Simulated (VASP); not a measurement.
# TaRu (R-3m) in VASP: electric field gradients with LDA

Aim: the electric field gradients of TaRu with LDA.

All numbers are computed with VASP 6.6.1; they aren't measurements. Logs are shortened: lines on timing, memory, paths and dates and some standing lists are left out, and cuts for length are marked.

## Step 1: The cell of the first run

It takes space group R-3m (No. 166, trigonal). Conventional cell: a = 4.530 Å, b = 4.530 Å, c = 5.465 Å, α = 90.00°, β = 90.00°, γ = 120.00°. Ta (site symmetry -3m) has 8 Ru at 2.73 to 2.77 Å and 6 Ta at 3.19 Å within 3.6 Å. Ru (site symmetry -3m) has 8 Ta at 2.73 to 2.77 Å and 6 Ru at 3.19 Å within 3.6 Å.

## Step 2: Electric field gradients, LDA (equal xy, yz and zx shear strains of -1 %)

INCAR reads:

```
ALGO = Normal
EDIFF = 1E-8
ENCUT = 520
GGA = CA
ISIF = 2
ISMEAR = -1
LASPH = True
LCHARG = False
LEFG = True
LREAL = False
LWAVE = False
NBANDS = 20
NELM = 100
PREC = Accurate
SIGMA = 0.03
```

KPOINTS reads:

```
k-points
0
Gamma
  13 13 13
```

POSCAR reads:

```
TaRu
1.0
    3.1870000000     -0.0159350000     -0.0159350000
   -0.0159350000      3.1870000000     -0.0159350000
   -0.0159350000     -0.0159350000      3.1870000000
Ta Ru
1 1
Direct
    0.5000000000      0.5000000000      0.5000000000
    0.0000000000      0.0000000000      0.0000000000
```

Potentials or basis: VASP PAW LDA potentials, release 64 (Ta_pv, Ru_pv).

The run is started by

```console
> cat potpaw_LDA.64/Ta_pv/POTCAR potpaw_LDA.64/Ru_pv/POTCAR > POTCAR
> mpirun -np 1 vasp_std > vasp.out
```

OUTCAR:

```text
EDIFF = 1E-8
   ENCUT = 520
   GGA = CA
   ISIF = 2
   ISMEAR = -1
   LASPH = True
   LREAL = False
   NELM = 100
   PREC = Accurate

 ion  position               nearest neighbor table
   1  0.500  0.500  0.500-   2 2.73   2 2.73   2 2.77   2 2.77   2 2.77   2 2.77   2 2.77   2 2.77

   2  0.000  0.000  0.000-   1 2.73   1 2.73   1 2.77   1 2.77   1 2.77   1 2.77   1 2.77   1 2.77

  LATTYP: Found a trigonal (rhomboedric) cell.
 ALAT       =     3.1870796740
 COS(alpha) =    -0.0099745013

  Lattice vectors:

 A1 = (   3.1870000000,  -0.0159350000,  -0.0159350000)
 A2 = (  -0.0159350000,   3.1870000000,  -0.0159350000)
 A3 = (  -0.0159350000,  -0.0159350000,   3.1870000000)

Analysis of symmetry for initial positions (statically):
=====================================================================
 Subroutine PRICEL returns:
 Original cell was already a primitive cell.

 Routine SETGRP: Setting up the symmetry group for a
 trigonal (rhombohedral) supercell.

 Subroutine GETGRP returns: Found 12 space group operations
 (whereof 12 operations were pure point group operations)
 out of a pool of 12 trial point group operations.

The static configuration has the point symmetry D_3d.

Analysis of symmetry for dynamics (positions and initial velocities):
=====================================================================
 Subroutine PRICEL returns:
 Original cell was already a primitive cell.

 Routine SETGRP: Setting up the symmetry group for a
 trigonal (rhombohedral) supercell.

 Subroutine GETGRP returns: Found 12 space group operations
 (whereof 12 operations were pure point group operations)
 out of a pool of 12 trial point group operations.

The dynamic configuration has the point symmetry D_3d.

 Subroutine INISYM returns: Found 12 space group operations
 (whereof 12 operations are pure point group operations),
 and found     1 'primitive' translations

----------------------------------------------------------------------------------------

                                     Primitive cell

  volume of cell :      32.3678

  direct lattice vectors                    reciprocal lattice vectors
     3.187000000 -0.015935000 -0.015935000     0.313790478  0.001576837  0.001576837
    -0.015935000  3.187000000 -0.015935000     0.001576837  0.313790478  0.001576837
    -0.015935000 -0.015935000  3.187000000     0.001576837  0.001576837  0.313790478

  length of vectors
     3.187079674  3.187079674  3.187079674     0.313798402  0.313798402  0.313798402

  position of ions in fractional coordinates (direct lattice)
     0.500000000  0.500000000  0.500000000
     0.000000000  0.000000000  0.000000000

  ion indices of the primitive-cell ions
   primitive index   ion index
                 1           1
                 2           2

----------------------------------------------------------------------------------------

 KPOINTS: k-points

Automatic generation of k-mesh.
 Grid dimensions read from file:
 generate k-points for:   13   13   13

 Generating k-lattice:

  Cartesian coordinates                     Fractional coordinates (reciprocal lattice)
     0.024137729  0.000121295  0.000121295     0.076923077 -0.000000000  0.000000000
     0.000121295  0.024137729  0.000121295    -0.000000000  0.076923077  0.000000000
     0.000121295  0.000121295  0.024137729     0.000000000  0.000000000  0.076923077

  Length of vectors
     0.024138339  0.024138339  0.024138339

  Shift w.r.t. Gamma in fractional coordinates (k-lattice)
     0.000000000  0.000000000  0.000000000

 Subroutine IBZKPT returns following result:
 ===========================================

 Found    231 irreducible k-points:

 Following reciprocal coordinates:
            Coordinates               Weight
  0.000000  0.000000  0.000000      1.000000
  0.076923 -0.000000  0.000000      6.000000
  0.153846 -0.000000 -0.000000      6.000000
  0.230769 -0.000000  0.000000      6.000000
  0.307692 -0.000000 -0.000000      6.000000
  0.384615  0.000000  0.000000      6.000000
[... 16 lines left out ...]
  0.384615  0.153846 -0.000000     12.000000
  0.461538  0.153846 -0.000000     12.000000
 [... further k-points ...]
   k-points           NKPTS =    231   k-points in BZ     NKDIM =    231   number of bands    NBANDS=     20
   number of dos      NEDOS =    301   number of ions     NIONS =      2
   total plane-waves  NPLWV =  13824
   dimension x,y,z NGX =    24 NGY =   24 NGZ =   24
   dimension x,y,z NGXF=    48 NGYF=   48 NGZF=   48
   ions per type =               1   1
   NGX,Y,Z   is equivalent  to a cutoff of  12.52, 12.52, 12.52 a.u.
   NGXF,Y,Z  is equivalent  to a cutoff of  25.04, 25.04, 25.04 a.u.
 SYSTEM =  unknown system
   PREC   = accura    normal or accurate (medium, high low for compatibility)
   ISTART =      0    job   : 0-new  1-cont  2-samecut
   ICHARG =      2    charge: 1-file 2-atom 10-const
   ISPIN  =      1    spin polarized calculation?
   LNONCOLLINEAR =      F non collinear calculations
   LSORBIT =      F    spin-orbit coupling
   LASPH  =      T    aspherical Exc in radial PAW
   ENCUT  =  520.0 eV  38.22 Ry    6.18 a.u.   5.93  5.93  5.93*2*pi/ulx,y,z
   NELM   =    100;   NELMIN=  2; NELMDL= -5     # of ELM steps
   EDIFF  = 0.1E-07   stopping-criterion for ELM
   LREAL  =      F    real-space projection
   EDIFFG = 0.1E-06   stopping-criterion for IOM
   NSW    =      0    number of steps for IOM
   IBRION =     -1    ionic relax: 0-MD 1-quasi-New 2-CG
   NFREE  =      0    steps in history (QN), initial steepest desc. (CG)
   ISIF   =      2    stress and relaxation
   ISYM   =      2    0-nonsym 1-usesym 2-fastsym
   POTIM  = 0.5000    time-step for ionic-motion
   TEBEG  =    0.0;   TEEND  =   0.0 temperature during run
   PSTRESS=    0.0 pullay stress
   NELECT =      25.0000    total number of electrons
   NUPDOWN=      -1.0000    fix difference up-down
   EMIN   =  10.00;   EMAX   =-10.00  energy-range for DOS
   EFERMI =   0.00;   METHOD = LEGACY
   ISMEAR =    -1;   SIGMA  =   0.03  broadening in eV -4-tet -1-fermi 0-gaus
   EFERMI_NEDOS =   21; number of points for ismear=-14 and -15
   IALGO  =     38    algorithm
   IMIX   =      4    mixing-type and parameters
     AMIX     =   0.40;   BMIX     =  1.00
     AMIX_MAG =   1.60;   BMIX_MAG =  1.00
  volume/ion in A,a.u.               =      16.18       109.21
  Fermi-wavevector in a.u.,A,eV,Ry     =   1.502047  2.838458 30.696739  2.256147
  Thomas-Fermi vector in A             =   2.613339
   LORBIT       =      0    0 simple, 1 ext, 2 COOP (PROOUT), +10 PAW based schemes
   GGA     = CA    functional components
   LHFCALC =     F    Hartree Fock is set to
   AEXX    =    0.0000 exact exchange contribution
   IVDW    =     0    specifies the selected vdW correction
   LEPSILON=     F    determine dielectric tensor
   LRPA    =     F    only Hartree local field effects (RPA)
 non-spin polarized calculation
  energy-cutoff  :      520.00
  volume of cell :       32.37
 maximum number of plane-waves:       891
   NGX = 11   NGY = 11   NGZ = 11

 number of electron      24.9999993 magnetization

 Free energy of the ion-electron system (eV)
  ---------------------------------------------------
  ext. energy  EPLUGINS =         0.00000000
  ---------------------------------------------------
  free energy    TOTEN  =       -23.90364485 eV

  energy without entropy =      -23.89342477  energy(sigma->0) =      -23.89853481

 E-fermi :   9.1587     XC(G=0): -13.3516

 val. band max:        9.1582094868   @ k =  -0.4615   0.2308  -0.0000
 cond. band min:       9.1612103021   @ k =  -0.3846   0.3077   0.0769
 fundamental gap:      0.0030008153
 Fermi energy:         9.1587103660

 k-point     1 :       0.0000    0.0000    0.0000
  band No.  band energies     occupation
      1     -33.8103      2.00000
      2     -33.7842      2.00000
      3     -33.7842      2.00000
      4     -25.7091      2.00000
      5     -25.7023      2.00000
      6     -25.7023      2.00000
[... 12 lines left out ...]
     19      17.1005      0.00000
     20      17.2357      0.00000

 k-point     2 :       0.0769   -0.0000    0.0000
  band No.  band energies     occupation
      1     -33.8116      2.00000
      2     -33.7872      2.00000
      3     -33.7833      2.00000
      4     -25.7243      2.00000
      5     -25.7064      2.00000
      6     -25.7022      2.00000
[... 12 lines left out ...]
     19      17.6652      0.00000
     20      17.7757      0.00000
[... 465 lines left out ...]
      3     -33.7722      2.00000
      4     -25.9754      2.00000
      5     -25.7607      2.00000
      6     -25.6992      2.00000
[... 12 lines left out ...]
     19      19.1521      0.00000
     20      21.0021      0.00000

 k-point    24 :       0.4615    0.1538   -0.0000
  band No.  band energies     occupation
      1     -33.8869      2.00000
      2     -33.8028      2.00000
      3     -33.7706      2.00000
      4     -26.0077      2.00000
      5     -25.7590      2.00000
      6     -25.6983      2.00000
[... 12 lines left out ...]
     19      19.1521      0.00000
     20      21.0899      0.00000

 [... further k-points ...]
[... 5 lines left out ...]
  --------------------------------------------------------------------------------------
  -------------------------------------------------------------------------------------
  Total       -3.1249771     -3.1249771     -3.1249771      0.1509522      0.1509522      0.1509522
  in kB     -154.6834741   -154.6834741   -154.6834741      7.4719921      7.4719921      7.4719921
  external PRESSURE =    -154.6834741 kB  Pullay stress =       0.0000000 kB

 VOLUME and BASIS-vectors are now :
 -----------------------------------------------------------------------------
  energy-cutoff  :      520.00
  volume of cell :       32.37
      direct lattice vectors                 reciprocal lattice vectors
     3.187000000 -0.015935000 -0.015935000     0.313790478  0.001576837  0.001576837
    -0.015935000  3.187000000 -0.015935000     0.001576837  0.313790478  0.001576837
    -0.015935000 -0.015935000  3.187000000     0.001576837  0.001576837  0.313790478

 POSITION                                       TOTAL-FORCE (eV/Angst)
 -----------------------------------------------------------------------------------
      1.57757      1.57757      1.57756         0.000000     -0.000000      0.000000
      0.00000      0.00000      0.00000        -0.000000      0.000000      0.000000
 -----------------------------------------------------------------------------------
    total drift:                                0.000000      0.000000     -0.000000

  FREE ENERGIE OF THE ION-ELECTRON SYSTEM (eV)
  ---------------------------------------------------
  free  energy   TOTEN  =       -23.9036448528 eV

  energy  without entropy=      -23.8934247666  energy(sigma->0) =      -23.89853481

 Electric field gradients (V/A^2)
---------------------------------------------------------------------
 ion       V_xx      V_yy      V_zz      V_xy      V_xz      V_yz
---------------------------------------------------------------------
   1      -0.000     0.000    -0.000    -1.076    -1.076    -1.076
   2       0.000    -0.000    -0.000     2.503     2.503     2.503
---------------------------------------------------------------------

 Electric field gradients after diagonalization (V/A^2)
 (convention: |V_zz| > |V_xx| > |V_yy|)
----------------------------------------------------------------------
 ion       V_xx      V_yy      V_zz     asymmetry (V_yy - V_xx)/ V_zz
----------------------------------------------------------------------
   1       1.076     1.076    -2.151       0.000
   2      -2.503    -2.503     5.006       0.000
----------------------------------------------------------------------

           NMR quadrupolar parameters

 Cq : quadrupolar parameter    Cq=e*Q*V_zz/h
 eta: asymmetry parameters     (V_yy - V_xx)/ V_zz
 Q  : nuclear electric quadrupole moment in mb (millibarn)
----------------------------------------------------------------------
 ion       Cq(MHz)       eta       Q (mb)
----------------------------------------------------------------------
   1      -0.005       0.000       1.000
   2       0.012       0.000       1.000
----------------------------------------------------------------------
```

Wall time 2.4 min (1 thread of Intel Xeon 8259CL, shared host); peak memory 0.25 GiB.

Results:

- Free energy: -23.9036 eV
- Pressure: -15.5 GPa
- Band gap on the k mesh: zero (an odd number of electrons rules out a gap without spin polarisation)
- Largest electric field gradient by atom: Ta -2.2; Ru +5.0 V/Å²

Stress tensor (GPa, compression positive):
```
-15.47   0.75   0.75
  0.75 -15.47   0.75
  0.75   0.75 -15.47
```

Electric field gradients, principal values (V/Å²):
| atom | least | middle | greatest (by size) |
| --- | --- | --- | --- |
| 1 Ta | 1.076 | 1.076 | -2.151 |
| 2 Ru | -2.503 | -2.503 | 5.006 |

Caveat: the cell differs from its parent crystal (equal xy, yz and zx shear strains of -1 %); the cell stands under tension; without QUAD_EFG the Cq values of the log hold for a quadrupole moment of 1 mb, not for the nuclei; spin-orbit coupling is left out, which moves the levels of the heavy elements.
